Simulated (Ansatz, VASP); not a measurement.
## Two plane-wave programs on W

File INCAR:

```
PREC     = Accurate       # precision mode
ENCUT    = 520            # plane-wave cutoff, eV
EDIFF    = 1E-6           # SCF threshold, eV
ISMEAR   = 0              # smearing method
SIGMA    = 0.15           # smearing width, eV
LREAL    = F              # projectors in reciprocal space
LASPH    = T              # aspherical terms in the spheres
NELM     = 80             # most SCF steps
ALGO     = Fast           # electronic algorithm
ISIF     = 2              # what is computed and relaxed
LWAVE    = F              # write WAVECAR
LCHARG   = F              # write CHGCAR
GGA      = PS             # functional
NBANDS   = 13             # bands
```

Contents of KPOINTS:

```
regular mesh
0
Gamma
  20 20 20
```

The input POSCAR:

```
W
1.0
   -1.5873168750      1.5973000000      1.5873168750
    1.6072831250     -1.5973000000      1.6072831250
    1.5873168750      1.5973000000     -1.5873168750
W
1
Direct
    0.0000000000      0.0000000000      0.0000000000
```

Input for Ansatz:

```yaml
crystal:
  lattice:
    - [-1.587316875, 1.5973, 1.587316875]
    - [1.607283125, -1.5973, 1.607283125]
    - [1.587316875, 1.5973, -1.587316875]
  atoms:
    - { symbol: W, position: [0.0, 0.0, 0.0] }
basis:
  ecutwfc: 420
kpoints:
  mp_grid: { grid: [20, 20, 20] }
hamiltonian:
  xc: pbesol
scf:
  occupations: { method: gaussian, width: 0.15 }
output:
  forces: true
  stress: true
  eigenvalues: true
```

Change from the starting cell: strain +0.0125 x Voigt [0, 0, 0, 0, 1, 0], atoms carried along.

Alike in both runs: task single point; functional PBEsol; k mesh 20 × 20 × 20; occupations gaussian, width 0.15 eV; no spin polarisation.

|  | VASP | Ansatz |
| --- | --- | --- |
| version | VASP 6.6.1 | Ansatz 0.2.0 |
| potentials or method | VASP PAW PBE potentials, release 64 (W_sv), cutoff 520 eV | scalar-relativistic, plane waves, PAW |
| valence electrons in the cell | 14 | 14 |

|  | VASP | Ansatz | Ansatz less VASP |
| --- | --- | --- | --- |
| gap on the k mesh at the Fermi level (eV) | none | none | - |
| pressure (GPa) | -10.9 | -11.4 | -0.50 |
| traceless stress, the component that is largest in VASP (GPa) | -1.76 | -1.73 | +0.026 |

VASP's potentials were made for PBE, not for PBEsol. A gap of «none» marks a metal or a gap that the smearing closes.

Neither program's run includes spin-orbit coupling.
